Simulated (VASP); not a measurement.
Here is a VASP 6.6.1 calculation.

File INCAR:

```
SYSTEM = ZnBi3
ALGO = Normal
EDIFF = 1E-7
EDIFFG = -0.01
ENCUT = 600
GGA = PE
IBRION = 2
ISIF = 3
ISMEAR = -1
LASPH = .True.
LCHARG = .False.
LREAL = .False.
LWAVE = .False.
NELM = 60
NSW = 60
PREC = Accurate
PSTRESS = 20.0
SIGMA = 0.05
```

File KPOINTS:

```
k-points
0
Gamma
  6 6 6
  0 0 0
```

Contents of POSCAR:

```
ZnBi3
1.0
    4.8731640000      0.0000000000      0.0000000000
    0.0000000000      4.8731640000      0.0000000000
    0.0000000000      0.0000000000      4.8731640000
Bi Zn
3 1
Direct
    0.5000000000      0.5000000000      0.0000000000
    0.5000000000      0.0000000000      0.5000000000
    0.0000000000      0.5000000000      0.5000000000
    0.0000000000      0.0000000000      0.0000000000
```

Potentials or basis: VASP PAW PBE potentials, release 64 (Bi_d, Zn).

Run with:

```console
$ cat potpaw_PBE.64/Bi_d/POTCAR potpaw_PBE.64/Zn/POTCAR > POTCAR
$ mpirun -np 1 vasp_std > vasp.out
```

(1) What does it give for the band gap on the k mesh?

(2) Estimate the space group after relaxing (to 0.1 Å).

(3) Predict the relaxed cell.

(4) Estimate the relaxed volume.

Answers

(1) zero (an odd number of electrons rules out a gap without spin polarisation).

(2) Pm-3m (No. 221).

(3) a = 4.812 Å, b = 4.812 Å, c = 4.812 Å, α = 90.00°, β = 90.00°, γ = 90.00°.

(4) 27.85 Å³/atom.

Caveat: the cell is relaxed towards a set pressure, so the run minimises the enthalpy, not the energy; spin-orbit coupling is left out, which moves the levels of the heavy elements.
